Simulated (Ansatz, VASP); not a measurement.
**SrCl2 in VASP and in Ansatz**

```
Sr Cl
1.0
     1.36287    4.28332    4.28332
     4.28332    1.36287    4.28332
     4.28332    4.28332    1.36287
Sr Cl
1 2
Direct
  0.00000 0.00000 0.00000
  0.25000 0.25000 0.25000
  0.75000 0.75000 0.75000
```

Alike in both runs: task single point; functional LDA; k mesh 6 × 6 × 6; occupations gaussian, width 0.05 eV; no spin polarisation.

|  | VASP | Ansatz |
| --- | --- | --- |
| version | VASP 6.6.1 | Ansatz 0.2.0 |
| potentials or method | VASP PAW LDA potentials, release 64 (Sr_sv, Cl), cutoff 520 eV | scalar-relativistic, plane waves, PAW |
| valence electrons in the cell | 24 | 24 |

Ansatz gave:

```
gap on the k mesh at the Fermi level (eV)                     : 5.18
least direct gap on the mesh (eV)                             : 5.42
pressure (GPa)                                                : 2.6
traceless stress, the component that is largest in VASP (GPa) : -1.00
rms of the force components (eV/Å)                            : 0.122
```

**Question.** Estimate VASP's values.

**Answer.** gap on the k mesh at the Fermi level (eV): 5.17; least direct gap on the mesh (eV): 5.43; pressure (GPa): 2.8; traceless stress, the component that is largest in VASP (GPa): -1.03; rms of the force components (eV/Å): 0.140.

LDA's correlation is that of Perdew and Zunger in VASP and of Perdew and Wang (1992) in Ansatz. Atom by atom the forces differ by 0.018 eV/Å (rms over components).
